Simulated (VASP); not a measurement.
# Si in VASP: notebook, part 2 of 2

VASP 6.6.1. Earlier steps stand in the parts before.

### 4 Single point, PBE

This run uses another cell than the first one: it holds 13 atoms, not 11.

Input file INCAR:

```
SYSTEM = Si
ALGO = Normal
DIPOL = 0.5 0.5 0.500
EDIFF = 1E-6
ENCUT = 520
GGA = PE
IDIPOL = 3
ISIF = 2
ISMEAR = 0
LASPH = .True.
LCHARG = .True.
LDIPOL = .True.
LELF = .True.
LREAL = .False.
LVACPOTAV = .True.
LVHAR = .True.
LWAVE = .False.
NBANDS = 38
NELM = 100
PREC = Accurate
SIGMA = 0.05
```

Input file KPOINTS:

```
k-points
0
Gamma
  7 7 1
  0 0 0
```

Input file POSCAR:

```
Si
1.0
    3.8677061083      0.0000000000      0.0000000000
    0.0000000000      3.8677061083      0.0000000000
    0.0000000000      0.0000000000     31.4092873007
Si
13
Direct
    0.0000000000      0.5000000000      0.2387828774
    0.0000000000      0.0000000000      0.2823190645
    0.5000000000      0.0000000000      0.3258552516
    0.5000000000      0.5000000000      0.3693914387
    0.0000000000      0.5000000000      0.4129276258
    0.0000000000      0.0000000000      0.4564638129
    0.5000000000      0.0000000000      0.5000000000
    0.5000000000      0.5000000000      0.5435361871
    0.0000000000      0.5000000000      0.5870723742
    0.0000000000      0.0000000000      0.6306085613
    0.5000000000      0.0000000000      0.6741447484
    0.5000000000      0.5000000000      0.7176809355
    0.0000000000      0.5000000000      0.7612171226
```

Potentials or basis: VASP PAW PBE potentials, release 64 (Si).

On the command line:

```
cat potpaw_PBE.64/Si/POTCAR > POTCAR
mpirun -np 1 vasp_std > vasp.out
```

OUTCAR:

```text
SYSTEM = Si
   EDIFF = 1E-6
   ENCUT = 520
   GGA = PE
   ISIF = 2
   ISMEAR = 0
   LASPH = .True.
   LREAL = .False.
   NELM = 100
   PREC = Accurate

 ion  position               nearest neighbor table
   1  0.000  0.500  0.239-   2 2.37   2 2.37
   2  0.000  0.000  0.282-   3 2.37   3 2.37   1 2.37   1 2.37
   3  0.500  0.000  0.326-   2 2.37   2 2.37   4 2.37   4 2.37
   4  0.500  0.500  0.369-   3 2.37   5 2.37   3 2.37   5 2.37
   5  0.000  0.500  0.413-   6 2.37   6 2.37   4 2.37   4 2.37
   6  0.000  0.000  0.456-   5 2.37   5 2.37   7 2.37   7 2.37
   7  0.500  0.000  0.500-   6 2.37   8 2.37   8 2.37   6 2.37
[... 634 lines left out ...]
  energy-cutoff  :      520.00
  volume of cell :      469.86
      direct lattice vectors                 reciprocal lattice vectors
     3.867706108  0.000000000  0.000000000     0.258551186  0.000000000  0.000000000
     0.000000000  3.867706108  0.000000000     0.000000000  0.258551186  0.000000000
     0.000000000  0.000000000 31.409287301     0.000000000  0.000000000  0.031837717

 POSITION                                       TOTAL-FORCE (eV/Angst)
 -----------------------------------------------------------------------------------
      0.00000      1.93385      7.50000         0.000000      0.000000      0.104374
      0.00000      0.00000      8.86744         0.000000      0.000000     -0.025276
      1.93385      0.00000     10.23488         0.000000      0.000000      0.020838
      1.93385      1.93385     11.60232         0.000000      0.000000     -0.083235
      0.00000      1.93385     12.96976         0.000000      0.000000     -0.005537
      0.00000      0.00000     14.33720         0.000000      0.000000     -0.007787
      1.93385      0.00000     15.70464         0.000000      0.000000     -0.000000
      1.93385      1.93385     17.07208         0.000000      0.000000      0.007787
      0.00000      1.93385     18.43952         0.000000      0.000000      0.005537
      0.00000      0.00000     19.80697         0.000000      0.000000      0.083235
      1.93385      0.00000     21.17441         0.000000      0.000000     -0.020838
      1.93385      1.93385     22.54185         0.000000      0.000000      0.025276
      0.00000      1.93385     23.90929         0.000000      0.000000     -0.104374
 -----------------------------------------------------------------------------------
    total drift:                               -0.000000      0.000000      0.000000

  FREE ENERGIE OF THE ION-ELECTRON SYSTEM (eV)
  ---------------------------------------------------
  free  energy   TOTEN  =       -66.4883567214 eV

  energy  without entropy=      -66.4845049879  energy(sigma->0) =      -66.48643085

 vacuum level on the upper side and lower side of the slab         6.181         6.181
```

OSZICAR:

```text
N       E                     dE             d eps       ncg     rms          rms(c)
DAV:   1     0.199793019381E+03    0.19979E+03   -0.17999E+04   760   0.105E+03
DAV:   2    -0.495216870308E+02   -0.24931E+03   -0.23992E+03  1020   0.173E+02
DAV:   3    -0.670180349499E+02   -0.17496E+02   -0.17088E+02   922   0.445E+01
DAV:   4    -0.677035004866E+02   -0.68547E+00   -0.68201E+00  1136   0.104E+01
[... 16 lines left out ...]
DAV:  21    -0.664883412615E+02   -0.43263E-05   -0.23150E-07   560   0.188E-03    0.873E-04
DAV:  22    -0.664883498657E+02   -0.86041E-05   -0.51967E-07   640   0.229E-03    0.208E-03
DAV:  23    -0.664883517408E+02   -0.18752E-05   -0.71542E-08   542   0.109E-03    0.144E-03
DAV:  24    -0.664883559287E+02   -0.41879E-05   -0.12967E-07   588   0.110E-03    0.231E-04
DAV:  25    -0.664883567214E+02   -0.79269E-06   -0.18490E-08   542   0.470E-04
   1 F= -.66488357E+02 E0= -.66486431E+02  d E =-.385173E-02
```

stdout:

```text
POSCAR found type information on POSCAR Si
 POSCAR found :  1 types and      13 ions
 scaLAPACK will be used
 LDA part: xc-table for (Slater+PW92), standard interpolation
 POSCAR, INCAR and KPOINTS ok, starting setup
 FFT: planning ... GRIDC
 FFT: planning ... GRID_SOFT
 FFT: planning ... GRID
 WAVECAR not read
 entering main loop
 -----------------------------------------------------------------------------
|                                                                             |
|           W    W    AA    RRRRR   N    N  II  N    N   GGGG   !!!           |
|           W    W   A  A   R    R  NN   N  II  NN   N  G    G  !!!           |
|           W    W  A    A  R    R  N N  N  II  N N  N  G       !!!           |
|           W WW W  AAAAAA  RRRRR   N  N N  II  N  N N  G  GGG   !            |
|           WW  WW  A    A  R   R   N   NN  II  N   NN  G    G                |
|           W    W  A    A  R    R  N    N  II  N    N   GGGG   !!!           |
|                                                                             |
|     Did not find any points to average over, which means that no vacuum     |
|     field-free region was found. Please increase the size of  your cell     |
|     in the dimension of the dipole correction to obtain accurate            |
|     workfunction values.                                                    |
|                                                                             |
 -----------------------------------------------------------------------------
```

It took 7.5 min on 1 thread of Intel Xeon Platinum 8259CL at 2.50GHz (Skylake/Cascade Lake), shared host; peak memory 0.52 GiB.

What came out:

* Free energy: -66.4884 eV
* Largest force: 0.104 eV/Å
* Band gap on the k mesh: zero (band 26 reaches 1.08 eV, above the bottom of band 27 at 0.38 eV)

Forces on the atoms (eV/Å):
```
Si   0.000  0.000  0.104
Si   0.000  0.000 -0.025
Si   0.000  0.000  0.021
Si   0.000  0.000 -0.083
Si   0.000  0.000 -0.006
Si   0.000  0.000 -0.008
Si   0.000  0.000  0.000
Si   0.000  0.000  0.008
Si   0.000  0.000  0.006
Si   0.000  0.000  0.083
Si   0.000  0.000 -0.021
Si   0.000  0.000  0.025
Si   0.000  0.000 -0.104
```

### 5 Single point, PBE

This run uses another cell than the first one, of 38.99 Å³/atom, 1.323 times its volume.

Input file INCAR:

```
SYSTEM = Si
  PREC = Accurate
  ENCUT = 520
  EDIFF = 1E-6
  ISMEAR = 0
  SIGMA = 0.05
  LREAL = .FALSE.
  LASPH = .TRUE.
  NELM = 80
  ALGO = Normal
  ISIF = 2
  LWAVE = .FALSE.
  LCHARG = .TRUE.
  LDIPOL = .TRUE.
  IDIPOL = 3
  DIPOL = 0.5 0.5 0.500
  GGA = PE
  LELF = .TRUE.
  LVHAR = .TRUE.
  LVACPOTAV = .TRUE.
  NBANDS = 33
```

Input file KPOINTS:

```
Automatic mesh
0
G
  7 7 3
  0 0 0
```

Input file POSCAR:

```
Si
1.0
    3.8677061083      0.0000000000      0.0000000000
    0.0000000000      3.8677061083      0.0000000000
    0.0000000000      0.0000000000     28.6744060839
Si
11
Direct
    0.0000000000      0.5000000000      0.2615572918
    0.0000000000      0.0000000000      0.3092458335
    0.5000000000      0.0000000000      0.3569343751
    0.5000000000      0.5000000000      0.4046229167
    0.0000000000      0.5000000000      0.4523114584
    0.0000000000      0.0000000000      0.5000000000
    0.5000000000      0.0000000000      0.5476885416
    0.5000000000      0.5000000000      0.5953770833
    0.0000000000      0.5000000000      0.6430656249
    0.0000000000      0.0000000000      0.6907541665
    0.5000000000      0.0000000000      0.7384427082
```

On the command line:

```
cat potpaw_PBE.64/Si/POTCAR > POTCAR
mpirun -np 1 vasp_std > vasp.out
```

Wall time 9.5 min (1 thread of Intel Xeon Platinum 8259CL at 2.50GHz (Skylake/Cascade Lake), shared host); peak memory 0.55 GiB.

Results (log left out):

```
Free energy            : -55.6420 eV
Largest force          : 0.107 eV/Å
Band gap on the k mesh : zero (band 22 reaches 0.65 eV, above the bottom of band 23 at -0.10 eV)
```

Forces on the atoms (eV/Å):
```
Si   0.000  0.000  0.107
Si   0.000  0.000 -0.032
Si   0.000  0.000  0.015
Si   0.000  0.000 -0.079
Si   0.000  0.000 -0.013
Si   0.000  0.000  0.000
Si   0.000  0.000  0.013
Si   0.000  0.000  0.079
Si   0.000  0.000 -0.015
Si   0.000  0.000  0.032
Si   0.000  0.000 -0.107
```

Levels at points of the mesh, in eV from the Fermi level:
| k point | band 19 | band 20 | band 21 | band 22 | band 23 | band 24 | band 25 | band 26 |
| --- | --- | --- | --- | --- | --- | --- | --- | --- |
| (0.00, 0.00, 0.00) | -0.17 | -0.17 | -0.08 | 0.38 | 0.91 | 0.93 | 1.42 | 1.46 |

### 6 Overview

```csv
cell,k mesh,dipole correction,gap on the mesh (eV),largest force (eV/Å)
"a = 3.868, b = 3.868, c = 21.674 Å, 11 atoms",7 × 7 × 1,no,none,0.11
"a = 3.868, b = 3.868, c = 34.144 Å, 15 atoms",7 × 7 × 1,yes,none,0.10
"a = 3.868, b = 3.868, c = 31.409 Å, 13 atoms",7 × 7 × 1,yes,none,0.10
"a = 3.868, b = 3.868, c = 28.674 Å, 11 atoms",7 × 7 × 3,yes,none,0.11
```

Alike in all rows: task single point; level PBE; potentials or basis VASP PAW PBE potentials, release 64 (Si); no spin polarisation; cutoff (eV) 520; smearing gaussian 0.05 eV.

Absolute energies hang on the potentials; compare differences alone.
